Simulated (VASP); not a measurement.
A run of VASP 6.6.1:

Contents of INCAR:

```
SYSTEM = Sn
  PREC = Accurate
  ENCUT = 600
  EDIFF = 1E-7
  ISMEAR = -1
  SIGMA = 0.05
  LREAL = .FALSE.
  LASPH = .TRUE.
  NELM = 80
  ALGO = Normal
  ISIF = 3
  LWAVE = .FALSE.
  LCHARG = .FALSE.
  GGA = PE
  IVDW = 13
  IBRION = 2
  NSW = 80
  EDIFFG = -0.02
```

File KPOINTS:

```
Automatic mesh
0
G
  9 9 9
  0 0 0
```

File POSCAR:

```
Sn
1.0
   -2.9401404553      2.9401404553      1.5993019889
    2.9401404553     -2.9401404553      1.5993019889
    2.9401404553      2.9401404553     -1.5993019889
Sn
2
Direct
    0.0000000000      0.0000000000      0.0000000000
    0.7500000000      0.2500000000      0.5000000000
```

Potentials or basis: VASP PAW PBE potentials, release 64 (Sn_d).

Command:

```sh
$ cat potpaw_PBE.64/Sn_d/POTCAR > POTCAR
$ mpirun -np 1 vasp_std > vasp.out
```

Hardware: 1 thread of Intel(R) Xeon(R) Platinum 8259CL CPU @ 2.50GHz (Skylake/Cascade Lake), with other jobs on the host.

Task: How long does it take, and how much memory?

Result: It took 3 min on 1 thread of Intel(R) Xeon(R) Platinum 8259CL CPU @ 2.50GHz (Skylake/Cascade Lake), on a shared host, peak memory 0.26 GiB. Counts: scf iterations 34, k points 75, ion steps 4.
